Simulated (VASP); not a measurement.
Runs of VASP 6.6.1 on Pt. The structure is that of space group P6_3/mmc (No. 194), or close to it. The cells are those of the table. 

```tsv
task	cell	cutoff (eV)	gap on the mesh (eV)	pressure (GPa)	relaxed volume (Å³/atom)
relaxation of cell and atoms	relaxed from a = 2.711, b = 2.711, c = 4.668 Å, angles 90.0, 90.0, 120.0°, 2 atoms	600	none	0.0	14.89
single point	a = 2.711, b = 2.711, c = 4.668 Å, angles 90.0, 90.0, 120.0°, 2 atoms	520	none	(a)	-
relaxation of cell and atoms	relaxed from a = 2.761, b = 2.761, c = 4.473 Å, angles 90.0, 90.0, 120.0°, 2 atoms	600	none	0.0	14.89
single point	a = 2.710, b = 2.710, c = 4.670 Å, angles 90.0, 90.0, 120.0°, 2 atoms	520	none	0.7	-
```

Alike in all rows: level LDA; potentials or basis VASP PAW LDA potentials, release 64 (Pt); no spin polarisation; k mesh 17 × 17 × 9; smearing fermi-dirac 0.05 eV.

Question: Fill in the values left out.

Answer: (a) 0.8.

Caveats: spin-orbit coupling is left out, which moves the levels of the heavy elements.

A k mesh can miss the band edges, and the runs leave out spin-orbit coupling on Pt.

A gap of «none» marks levels without a gap at the run's occupations.
